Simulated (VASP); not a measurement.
Input of a VASP 6.6.1 run:

POSCAR

```
MgO2
1.0
    1.4763801347      0.8523884682      3.4939788749
   -1.4763801347      0.8523884682      3.4939788749
    0.0000000000     -1.7047769364      3.4939788749
Mg O
1 2
Direct
    0.0000000000      0.0000000000      0.0000000000
    0.4287860000      0.4287860000      0.4287860000
    0.5712140000      0.5712140000      0.5712140000
```

Contents of INCAR.step1:

```
SYSTEM = MgO2
ALGO = Normal ; EDIFF = 1E-4
ENCUT = 520 ; GGA = PE
ISMEAR = 0 ; LASPH = .TRUE.
LCHARG = .FALSE. ; LREAL = .FALSE.
LWAVE = .TRUE. ; NBANDS = 14
NELM = 100 ; PREC = Accurate
SIGMA = 0.05
```

INCAR.step2

```
SYSTEM = MgO2
ALGO = Normal ; EDIFF = 1E-6
ENCUT = 520 ; ISIF = 2
ISMEAR = 0 ; ISTART = 1
LASPH = .TRUE. ; LCHARG = .TRUE.
LELF = .TRUE. ; LMIXTAU = .TRUE.
LREAL = .FALSE. ; LVHAR = .TRUE.
LWAVE = .FALSE. ; METAGGA = R2SCAN
NBANDS = 14 ; NELM = 100
PREC = Accurate ; SIGMA = 0.05
```

Contents of KPOINTS:

```
k-points
0
G
  12 12 12
  0 0 0
```

Potentials or basis: VASP PAW PBE potentials, release 64 (Mg, O).

Launch:

```sh
$ cat potpaw_PBE.64/Mg/POTCAR potpaw_PBE.64/O/POTCAR > POTCAR
$ cp INCAR.step1 INCAR
$ mpirun -np 1 vasp_std > vasp.out
$ cp INCAR.step2 INCAR
$ mpirun -np 1 vasp_std > vasp.out
```

**Question.** Predict the band gap on the k mesh.

**Answer.** 2.56 eV.

**Question.** Estimate the pressure.

**Answer.** 18.0 GPa.

Stress tensor (GPa, compression positive):
```
27.03  0.00  0.00
 0.00 27.03  0.00
 0.00  0.00  0.07
```

Caveat: the cell differs from its parent crystal (strain -0.080 along x and y, +0.000 along z); the cell stands under pressure; the PAW data sets were made with another functional, which shifts forces and pressure a little. A k mesh can miss the band edges.
